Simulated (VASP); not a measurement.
Write the native input for VASP 6.6.1 that does the following.

```yaml
Task: relaxation of the atoms
Functional: PBEsol
Potentials_or_basis: VASP PAW PBE potentials, release 64 (C)
Cutoff: 520 eV
k_mesh: 9 × 9 × 6
Occupations: gaussian, width 0.02 eV
Spin: no spin polarisation
Dipole_correction: no
Further_INCAR_settings: ALGO = Normal; EDIFF = 1e-07; IBRION = 2; EDIFFG = -0.002; NSW = 60
```

The structure of C lies in POSCAR:

```
C
1.0
    2.4991218368      0.0000000000      0.0000000000
   -1.2495609184      2.1643029978      0.0000000000
    0.0000000000      0.0000000000      4.1189829197
C
4
Direct
    0.3333333333      0.6666666667     -0.0002610710
    0.6666666667      0.3333333333      0.4997389290
    0.3333333333      0.6666666667      0.3742610710
    0.6666666667      0.3333333333      0.8742610710
```

This cell differs from its parent crystal: strained cell.

The input as run:

INCAR

```
SYSTEM = C
ALGO = Normal ; EDIFF = 1E-7
EDIFFG = -0.002 ; ENCUT = 520
GGA = PS ; IBRION = 2
ISIF = 2 ; ISMEAR = 0
LASPH = .TRUE. ; LCHARG = .FALSE.
LREAL = .FALSE. ; LWAVE = .FALSE.
NELM = 80 ; NSW = 60
PREC = Accurate ; SIGMA = 0.02
```

KPOINTS

```
k-points
0
G
  9 9 6
  0 0 0
```

Potentials or basis: VASP PAW PBE potentials, release 64 (C).

Launch:

```sh
$ cat potpaw_PBE.64/C/POTCAR > POTCAR
$ mpirun -np 1 vasp_std > vasp.out
```

It gave:

```json
{
  "Energy gained by relaxing": "0.0 meV/atom",
  "Ionic steps": "3",
  "Pressure after relaxing": "5.8 GPa",
  "Band gap on the k mesh": "3.03 eV, indirect (least direct gap 4.81 eV)"
}
```

Caveat: the cell differs from its parent crystal (strained cell); the PAW data sets were made with another functional, which shifts forces and pressure a little.

Wall time 8 s on 1 thread of Intel(R) Xeon(R) 6975P-C (Granite Rapids), on a shared host, peak memory 0.13 GiB.
